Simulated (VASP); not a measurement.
# Ba in VASP: further runs

Runs on Ba. Level: PBEsol. Tasks: single point.

Everything below comes from runs of VASP 6.6.1. Logs are shortened: lines on timing, memory, paths and dates and some standing lists are left out, and cuts for length are marked.

### 1 The cell of the first run

Symmetry: Im-3m, No. 229, cubic system. The conventional cell has a = 5.033 Å, b = 5.033 Å, c = 5.033 Å, α = 90.00°, β = 90.00°, γ = 90.00°. Ba (site symmetry m-3m) has 14 Ba at 4.36 to 5.03 Å within 5.7 Å.

### 2 Single point, PBEsol (volume scaled by 1.02)

Input file INCAR:

```
  ALGO = Normal
  EDIFF = 1E-6
  ENCUT = 520
  GGA = PS
  ISIF = 2
  ISMEAR = -1
  LASPH = T
  LCHARG = F
  LREAL = F
  LWAVE = F
  NBANDS = 11
  NELM = 100
  PREC = Accurate
  SIGMA = 0.05
```

Input file KPOINTS:

```
k-points
0
Gamma
  10 10 10
```

Input file POSCAR:

```
Ba
1.0
   -2.5165567739      2.5165567739      2.5165567739
    2.5165567739     -2.5165567739      2.5165567739
    2.5165567739      2.5165567739     -2.5165567739
Ba
1
Direct
    0.0000000000      0.0000000000      0.0000000000
```

Potentials or basis: VASP PAW PBE potentials, release 64 (Ba_sv).

Launch:

```console
> cat potpaw_PBE.64/Ba_sv/POTCAR > POTCAR
> mpirun -np 1 vasp_std > vasp.out
```

OUTCAR:

```text
EDIFF = 1E-6
   ENCUT = 520
   GGA = PS
   ISIF = 2
   ISMEAR = -1
   LASPH = T
   LREAL = F
   NELM = 100
   PREC = Accurate

 ion  position               nearest neighbor table
   1  0.000  0.000  0.000-

  LATTYP: Found a body centered cubic cell.
 ALAT       =     5.0331135478

  Lattice vectors:

 A1 = (  -2.5165567739,   2.5165567739,   2.5165567739)
 A2 = (   2.5165567739,  -2.5165567739,   2.5165567739)
 A3 = (   2.5165567739,   2.5165567739,  -2.5165567739)

Analysis of symmetry for initial positions (statically):
=====================================================================
 Subroutine PRICEL returns:
 Original cell was already a primitive cell.

 Routine SETGRP: Setting up the symmetry group for a
 body centered cubic supercell.

 Subroutine GETGRP returns: Found 48 space group operations
 (whereof 48 operations were pure point group operations)
 out of a pool of 48 trial point group operations.

The static configuration has the point symmetry O_h .

Analysis of symmetry for dynamics (positions and initial velocities):
=====================================================================
 Subroutine PRICEL returns:
 Original cell was already a primitive cell.

 Routine SETGRP: Setting up the symmetry group for a
 body centered cubic supercell.

 Subroutine GETGRP returns: Found 48 space group operations
 (whereof 48 operations were pure point group operations)
 out of a pool of 48 trial point group operations.

The dynamic configuration has the point symmetry O_h .

 Subroutine INISYM returns: Found 48 space group operations
 (whereof 48 operations are pure point group operations),
 and found     1 'primitive' translations

----------------------------------------------------------------------------------------

                                     Primitive cell

  volume of cell :      63.7500

  direct lattice vectors                    reciprocal lattice vectors
    -2.516556774  2.516556774  2.516556774     0.000000000  0.198684172  0.198684172
     2.516556774 -2.516556774  2.516556774     0.198684172  0.000000000  0.198684172
     2.516556774  2.516556774 -2.516556774     0.198684172  0.198684172  0.000000000

  length of vectors
     4.358804193  4.358804193  4.358804193     0.280981851  0.280981851  0.280981851

  position of ions in fractional coordinates (direct lattice)
     0.000000000  0.000000000  0.000000000

  ion indices of the primitive-cell ions
   primitive index   ion index
                 1           1

----------------------------------------------------------------------------------------

 KPOINTS: k-points

Automatic generation of k-mesh.
 Grid dimensions read from file:
 generate k-points for:   10   10   10

 Generating k-lattice:

  Cartesian coordinates                     Fractional coordinates (reciprocal lattice)
     0.000000000  0.019868417  0.019868417     0.100000000  0.000000000  0.000000000
     0.019868417  0.000000000  0.019868417     0.000000000  0.100000000  0.000000000
     0.019868417  0.019868417  0.000000000     0.000000000  0.000000000  0.100000000

  Length of vectors
     0.028098185  0.028098185  0.028098185

  Shift w.r.t. Gamma in fractional coordinates (k-lattice)
     0.000000000  0.000000000  0.000000000

 Subroutine IBZKPT returns following result:
 ===========================================

 Found     47 irreducible k-points:

 Following reciprocal coordinates:
            Coordinates               Weight
  0.000000  0.000000  0.000000      1.000000
  0.100000  0.000000  0.000000     12.000000
  0.200000  0.000000  0.000000     12.000000
  0.300000  0.000000  0.000000     12.000000
  0.400000  0.000000  0.000000     12.000000
  0.500000  0.000000  0.000000      6.000000
[... 16 lines left out ...]
  0.300000  0.300000  0.100000      8.000000
 -0.300000  0.300000  0.100000     24.000000
 [... further k-points ...]
   k-points           NKPTS =     47   k-points in BZ     NKDIM =     47   number of bands    NBANDS=     11
   number of dos      NEDOS =    301   number of ions     NIONS =      1
   total plane-waves  NPLWV =  32768
   dimension x,y,z NGX =    32 NGY =   32 NGZ =   32
   dimension x,y,z NGXF=    64 NGYF=   64 NGZF=   64
   ions per type =               1
   NGX,Y,Z   is equivalent  to a cutoff of  12.20, 12.20, 12.20 a.u.
   NGXF,Y,Z  is equivalent  to a cutoff of  24.41, 24.41, 24.41 a.u.
 SYSTEM =  unknown system
   PREC   = accura    normal or accurate (medium, high low for compatibility)
   ISTART =      0    job   : 0-new  1-cont  2-samecut
   ICHARG =      2    charge: 1-file 2-atom 10-const
   ISPIN  =      1    spin polarized calculation?
   LNONCOLLINEAR =      F non collinear calculations
   LSORBIT =      F    spin-orbit coupling
   LASPH  =      T    aspherical Exc in radial PAW
   ENCUT  =  520.0 eV  38.22 Ry    6.18 a.u.   8.10  8.10  8.10*2*pi/ulx,y,z
   NELM   =    100;   NELMIN=  2; NELMDL= -5     # of ELM steps
   EDIFF  = 0.1E-05   stopping-criterion for ELM
   LREAL  =      F    real-space projection
   EDIFFG = 0.1E-04   stopping-criterion for IOM
   NSW    =      0    number of steps for IOM
   IBRION =     -1    ionic relax: 0-MD 1-quasi-New 2-CG
   NFREE  =      0    steps in history (QN), initial steepest desc. (CG)
   ISIF   =      2    stress and relaxation
   ISYM   =      2    0-nonsym 1-usesym 2-fastsym
   POTIM  = 0.5000    time-step for ionic-motion
   TEBEG  =    0.0;   TEEND  =   0.0 temperature during run
   PSTRESS=    0.0 pullay stress
   NELECT =      10.0000    total number of electrons
   NUPDOWN=      -1.0000    fix difference up-down
   EMIN   =  10.00;   EMAX   =-10.00  energy-range for DOS
   EFERMI =   0.00;   METHOD = LEGACY
   ISMEAR =    -1;   SIGMA  =   0.05  broadening in eV -4-tet -1-fermi 0-gaus
   EFERMI_NEDOS =   21; number of points for ismear=-14 and -15
   IALGO  =     38    algorithm
   IMIX   =      4    mixing-type and parameters
     AMIX     =   0.40;   BMIX     =  1.00
     AMIX_MAG =   1.60;   BMIX_MAG =  1.00
  volume/ion in A,a.u.               =      63.75       430.21
  Fermi-wavevector in a.u.,A,eV,Ry     =   0.882907  1.668452 10.606069  0.779524
  Thomas-Fermi vector in A             =   2.003601
   LORBIT       =      0    0 simple, 1 ext, 2 COOP (PROOUT), +10 PAW based schemes
   GGA     = PS    functional components
   LHFCALC =     F    Hartree Fock is set to
   AEXX    =    0.0000 exact exchange contribution
   IVDW    =     0    specifies the selected vdW correction
   LEPSILON=     F    determine dielectric tensor
   LRPA    =     F    only Hartree local field effects (RPA)
 non-spin polarized calculation
  energy-cutoff  :      520.00
  volume of cell :       63.75
 maximum number of plane-waves:      1745
   NGX = 17   NGY = 17   NGZ = 17

 number of electron      10.0000001 magnetization

 Free energy of the ion-electron system (eV)
  ---------------------------------------------------
  ext. energy  EPLUGINS =         0.00000000
  ---------------------------------------------------
  free energy    TOTEN  =        -2.14138235 eV

  energy without entropy =       -2.13033511  energy(sigma->0) =       -2.13585873

 E-fermi :   1.4863     XC(G=0):  -7.4678

 val. band max:        1.4577766965   @ k =   0.3000   0.3000   0.0000
 cond. band min:       1.4880477241   @ k =  -0.4000   0.4000   0.3000
 fundamental gap:      0.0302710276
 Fermi energy:         1.4862711460

 k-point     1 :       0.0000    0.0000    0.0000
  band No.  band energies     occupation
      1     -27.3803      2.00000
      2     -12.3176      2.00000
      3     -12.3176      2.00000
      4     -12.3176      2.00000
      5      -1.2643      2.00000
      6       3.2964      0.00000
      7       3.2964      0.00000
      8       3.2964      0.00000
      9       4.7151      0.00000
     10       4.7151      0.00000
     11       8.4033      0.00000

 k-point     2 :       0.1000    0.0000    0.0000
  band No.  band energies     occupation
      1     -27.3763      2.00000
      2     -12.3635      2.00000
      3     -12.3318      2.00000
      4     -12.3179      2.00000
      5      -1.0801      2.00000
      6       3.1486      0.00000
      7       3.2107      0.00000
      8       3.4851      0.00000
      9       4.4938      0.00000
     10       4.7043      0.00000
     11       8.6080      0.00000

 k-point     3 :       0.2000    0.0000    0.0000
  band No.  band energies     occupation
      1     -27.3660      2.00000
      2     -12.4802      2.00000
      3     -12.3685      2.00000
      4     -12.3186      2.00000
      5      -0.5803      2.00000
      6       2.8186      0.00000
      7       2.8566      0.00000
      8       4.0377      0.00000
      9       4.3878      0.00000
     10       4.7238      0.00000
     11       8.8802      0.00000

 k-point     4 :       0.3000    0.0000    0.0000
  band No.  band energies     occupation
      1     -27.3532      2.00000
      2     -12.6184      2.00000
      3     -12.4132      2.00000
      4     -12.3195      2.00000
      5       0.0555      2.00000
      6       2.4852      0.00000
      7       2.4938      0.00000
      8       4.5693      0.00000
      9       4.8525      0.00000
     10       4.9093      0.00000
     11       8.3260      0.00000
[... 239 lines left out ...]
 k-point    22 :      -0.2000    0.2000    0.1000
  band No.  band energies     occupation
      1     -27.3624      2.00000
      2     -12.4808      2.00000
      3     -12.3835      2.00000
      4     -12.3538      2.00000
      5      -0.4136      2.00000
      6       2.8974      0.00000
      7       2.9625      0.00000
      8       3.7297      0.00000
      9       3.9689      0.00000
     10       5.1406      0.00000
     11       9.0796      0.00000

 k-point    23 :       0.3000    0.3000    0.1000
  band No.  band energies     occupation
      1     -27.3358      2.00000
      2     -12.6029      2.00000
      3     -12.6029      2.00000
      4     -12.4141      2.00000
      5       1.6484      0.07518
      6       2.0678      0.00002
      7       2.0678      0.00002
      8       5.2055      0.00000
      9       5.2055      0.00000
     10       5.6393      0.00000
     11       8.0053      0.00000

 k-point    24 :      -0.3000    0.3000    0.1000
  band No.  band energies     occupation
      1     -27.3499      2.00000
      2     -12.6121      2.00000
      3     -12.4289      2.00000
      4     -12.3531      2.00000
      5       0.2132      2.00000
      6       2.4297      0.00000
      7       2.6541      0.00000
      8       3.9650      0.00000
      9       4.8358      0.00000
     10       5.2136      0.00000
     11       8.1738      0.00000

 [... further k-points ...]

------------------------ aborting loop because EDIFF is reached ----------------------------------------

  FORCE on cell =-STRESS in cart. coord.  units (eV):
  Direction    XX          YY          ZZ          XY          YZ          ZX
  --------------------------------------------------------------------------------------
  -------------------------------------------------------------------------------------
  Total       -0.2752712     -0.2752712     -0.2752712      0.0000000      0.0000000     -0.0000000
  in kB       -6.9181688     -6.9181688     -6.9181688      0.0000000      0.0000000     -0.0000000
  external PRESSURE =      -6.9181688 kB  Pullay stress =       0.0000000 kB

 VOLUME and BASIS-vectors are now :
 -----------------------------------------------------------------------------
  energy-cutoff  :      520.00
  volume of cell :       63.75
      direct lattice vectors                 reciprocal lattice vectors
    -2.516556774  2.516556774  2.516556774     0.000000000  0.198684172  0.198684172
     2.516556774 -2.516556774  2.516556774     0.198684172  0.000000000  0.198684172
     2.516556774  2.516556774 -2.516556774     0.198684172  0.198684172  0.000000000

 POSITION                                       TOTAL-FORCE (eV/Angst)
 -----------------------------------------------------------------------------------
      0.00000      0.00000      0.00000         0.000000     -0.000000      0.000000
 -----------------------------------------------------------------------------------
    total drift:                                0.000000      0.000000      0.000000

  FREE ENERGIE OF THE ION-ELECTRON SYSTEM (eV)
  ---------------------------------------------------
  free  energy   TOTEN  =        -2.1413823539 eV

  energy  without entropy=       -2.1303351149  energy(sigma->0) =       -2.13585873
```

Wall time 8.9 s (1 thread of Intel Xeon 6975P-C (Granite Rapids), shared host); peak memory 0.18 GiB.

What came out:

- Free energy: -2.1414 eV
- Pressure: -0.7 GPa
- Band gap on the k mesh: zero (band 5 reaches 1.81 eV, above the bottom of band 6 at 0.98 eV)

Caveat: the PAW data sets were made with another functional, which shifts forces and pressure a little; spin-orbit coupling is left out, which moves the levels of the heavy elements.

### 3 Single point, PBEsol (volume scaled by 1.06)

Input file INCAR:

```
SYSTEM = Ba
PREC = Accurate
ENCUT = 520
EDIFF = 1E-7
ISMEAR = -1
SIGMA = 0.05
LREAL = .False.
LASPH = .True.
NELM = 60
ALGO = Normal
ISIF = 2
LWAVE = .False.
LCHARG = .False.
GGA = PS
NBANDS = 11
```

Input file KPOINTS:

```
Automatic mesh
0
Gamma
  10 10 10
  0 0 0
```

Input file POSCAR:

```
Ba
1.0
   -2.5490320561      2.5490320561      2.5490320561
    2.5490320561     -2.5490320561      2.5490320561
    2.5490320561      2.5490320561     -2.5490320561
Ba
1
Direct
    0.0000000000      0.0000000000      0.0000000000
```

Potentials or basis: VASP PAW PBE potentials, release 64 (Ba_sv).

Launch:

```console
> cat potpaw_PBE.64/Ba_sv/POTCAR > POTCAR
> mpirun -np 1 vasp_std > vasp.out
```

OUTCAR:

```text
SYSTEM = Ba
   PREC = Accurate
   ENCUT = 520
   EDIFF = 1E-7
   ISMEAR = -1
   LREAL = .False.
   LASPH = .True.
   NELM = 60
   ISIF = 2
   GGA = PS

 ion  position               nearest neighbor table
   1  0.000  0.000  0.000-

  LATTYP: Found a body centered cubic cell.
 ALAT       =     5.0980641122

  Lattice vectors:

 A1 = (  -2.5490320561,   2.5490320561,   2.5490320561)
 A2 = (   2.5490320561,  -2.5490320561,   2.5490320561)
 A3 = (   2.5490320561,   2.5490320561,  -2.5490320561)

Analysis of symmetry for initial positions (statically):
=====================================================================
 Subroutine PRICEL returns:
 Original cell was already a primitive cell.

 Routine SETGRP: Setting up the symmetry group for a
 body centered cubic supercell.

 Subroutine GETGRP returns: Found 48 space group operations
[... 9 lines left out ...]

 Routine SETGRP: Setting up the symmetry group for a
 body centered cubic supercell.

 Subroutine GETGRP returns: Found 48 space group operations
[... 11 lines left out ...]
                                     Primitive cell

  volume of cell :      66.2500

[... 135 lines left out ...]

 E-fermi :   1.3690     XC(G=0):  -7.3446

 val. band max:        1.3316825736   @ k =   0.5000   0.5000   0.3000
 cond. band min:       1.3724435606   @ k =  -0.4000  -0.4000   0.1000
 fundamental gap:      0.0407609871
 Fermi energy:         1.3690146216

 k-point     1 :       0.0000    0.0000    0.0000
  band No.  band energies     occupation
      1     -27.5702      2.00000
      2     -12.5268      2.00000
      3     -12.5268      2.00000
      4     -12.5268      2.00000
      5      -1.3627      2.00000
      6       3.1319      0.00000
      7       3.1319      0.00000
      8       3.1319      0.00000
      9       4.4989      0.00000
     10       4.4989      0.00000
     11       8.1719      0.00000
[... 309 lines left out ...]
 k-point    24 :      -0.3000    0.3000    0.1000
  band No.  band energies     occupation
      1     -27.5446      2.00000
      2     -12.7858      2.00000
      3     -12.6254      2.00000
      4     -12.5578      2.00000
      5       0.0716      2.00000
      6       2.2872      0.00000
      7       2.5157      0.00000
      8       3.7761      0.00000
      9       4.6033      0.00000
     10       4.9637      0.00000
     11       7.8694      0.00000

 [... further k-points ...]
[... 5 lines left out ...]
  --------------------------------------------------------------------------------------
  -------------------------------------------------------------------------------------
  Total       -0.3971836     -0.3971836     -0.3971836      0.0000000     -0.0000000     -0.0000000
  in kB       -9.6054131     -9.6054131     -9.6054131      0.0000000     -0.0000000     -0.0000000
  external PRESSURE =      -9.6054131 kB  Pullay stress =       0.0000000 kB

 VOLUME and BASIS-vectors are now :
 -----------------------------------------------------------------------------
  energy-cutoff  :      520.00
  volume of cell :       66.25
      direct lattice vectors                 reciprocal lattice vectors
    -2.549032056  2.549032056  2.549032056     0.000000000  0.196152888  0.196152888
     2.549032056 -2.549032056  2.549032056     0.196152888  0.000000000  0.196152888
     2.549032056  2.549032056 -2.549032056     0.196152888  0.196152888  0.000000000

 POSITION                                       TOTAL-FORCE (eV/Angst)
 -----------------------------------------------------------------------------------
      0.00000      0.00000      0.00000         0.000000      0.000000     -0.000000
 -----------------------------------------------------------------------------------
    total drift:                               -0.000000      0.000000      0.000000

  FREE ENERGIE OF THE ION-ELECTRON SYSTEM (eV)
  ---------------------------------------------------
  free  energy   TOTEN  =        -2.1284293050 eV

  energy  without entropy=       -2.1174717707  energy(sigma->0) =       -2.12295054
```

OSZICAR:

```text
N       E                     dE             d eps       ncg     rms          rms(c)
DAV:   1     0.574080668323E+02    0.57408E+02   -0.41340E+03  1034   0.740E+02
DAV:   2     0.823237687984E+00   -0.56585E+02   -0.55258E+02  1240   0.137E+02
DAV:   3    -0.204841857640E+01   -0.28717E+01   -0.28573E+01  1318   0.322E+01
DAV:   4    -0.212634340356E+01   -0.77925E-01   -0.77803E-01  1370   0.504E+00
DAV:   5    -0.212813854686E+01   -0.17951E-02   -0.17951E-02  1392   0.608E-01    0.148E+00
DAV:   6    -0.212817428848E+01   -0.35742E-04   -0.28473E-03  1263   0.497E-01    0.880E-01
DAV:   7    -0.212833811760E+01   -0.16383E-03   -0.49972E-03  1195   0.697E-01    0.391E-02
DAV:   8    -0.212842481902E+01   -0.86701E-04   -0.27195E-04  1644   0.873E-02    0.196E-02
DAV:   9    -0.212842829379E+01   -0.34748E-05   -0.34380E-06  1220   0.181E-02    0.618E-03
DAV:  10    -0.212842938413E+01   -0.10903E-05   -0.32064E-06  1244   0.116E-02    0.828E-04
DAV:  11    -0.212842930497E+01    0.79161E-07   -0.23547E-07  1298   0.262E-03
   1 F= -.21284293E+01 E0= -.21229505E+01  d E =-.109575E-01
```

stdout:

```text
POSCAR found type information on POSCAR Ba
 POSCAR found :  1 types and       1 ions
 scaLAPACK will be used
 -----------------------------------------------------------------------------
|                                                                             |
|                                                                             |
|     You enforced a specific xc type in the INCAR file but a different       |
|     I HOPE YOU KNOW WHAT YOU ARE DOING!                                     |
|                                                                             |
 -----------------------------------------------------------------------------

 LDA part: xc-table for (Slater+PW92), standard interpolation
 POSCAR, INCAR and KPOINTS ok, starting setup
 FFT: planning ... GRIDC
 FFT: planning ... GRID_SOFT
 FFT: planning ... GRID
 WAVECAR not read
 entering main loop
```

Wall time 14 s (1 thread of Intel Xeon 6975P-C (Granite Rapids), shared host); peak memory 0.21 GiB.

Results:

```yaml
Free_energy: -2.1284 eV
Pressure: -1.0 GPa
Band_gap_on_the_k_mesh: zero (band 5 reaches 1.66 eV, above the bottom of band 6 at 0.91 eV)
```

Levels at points of the mesh, in eV from the Fermi level:
| k point | band 2 | band 3 | band 4 | band 5 | band 6 | band 7 | band 8 | band 9 |
| --- | --- | --- | --- | --- | --- | --- | --- | --- |
| (0.00, 0.00, 0.00) | -13.90 | -13.90 | -13.90 | -2.73 | 1.76 | 1.76 | 1.76 | 3.13 |
| (0.50, 0.00, 0.00) | -14.29 | -14.02 | -13.90 | -0.87 | 0.69 | 1.12 | 3.06 | 3.63 |
| (0.50, 0.50, 0.50) | -14.17 | -14.17 | -14.17 | -0.46 | -0.46 | 4.11 | 4.11 | 4.11 |

Caveat: the PAW data sets were made with another functional, which shifts forces and pressure a little; spin-orbit coupling is left out, which moves the levels of the heavy elements.

(Continued in part 2 of 2.)
